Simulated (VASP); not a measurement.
Here is a VASP 6.6.1 calculation.

Contents of INCAR:

```
SYSTEM = Al2Cu
  ALGO = Normal
  EDIFF = 1E-6
  ENCUT = 520
  GGA = PE
  ISIF = 2
  ISMEAR = -1
  LASPH = .TRUE.
  LCHARG = .FALSE.
  LREAL = .FALSE.
  LWAVE = .FALSE.
  NBANDS = 26
  NELM = 60
  PREC = Accurate
  SIGMA = 0.05
```

The input KPOINTS:

```
k-points
0
G
  12 12 12
  0 0 0
```

The input POSCAR:

```
Al2Cu
1.0
   -3.0335000000      3.0335000000      2.4872700000
    3.0335000000     -3.0335000000      2.4872700000
    3.0335000000      3.0335000000     -2.4872700000
Al Cu
4 2
Direct
    0.6591425878      0.1591425878      0.8182851756
    0.1591425878      0.3408574122      0.5000000000
    0.3408574122      0.8408574122      0.1817148244
    0.8408574122      0.6591425878      0.5000000000
    0.2500000000      0.2500000000      0.0000000000
    0.7500000000      0.7500000000      0.0000000000
```

Potentials or basis: VASP PAW PBE potentials, release 64 (Al, Cu).

The run is started by

```console
$ cat potpaw_PBE.64/Al/POTCAR potpaw_PBE.64/Cu/POTCAR > POTCAR
$ mpirun -np 1 vasp_std > vasp.out
```

Problem. What does it give for the pressure?

Solution. -1.9 GPa.

Problem. Predict the band gap on the k mesh.

Solution. Zero (bands 17 and 18 overlap by 4.15 eV).

Problem. Predict the largest force.

Solution. 0.004 eV/Å.

Forces on the atoms (eV/Å):
```
Al   0.003  0.003  0.000
Al  -0.003  0.003  0.000
Al  -0.003 -0.003  0.000
Al   0.003 -0.003  0.000
Cu   0.000  0.000  0.000
Cu   0.000  0.000  0.000
```

Caveat: the cell differs from its parent crystal (z stretched by +2 %, then relaxed in part).
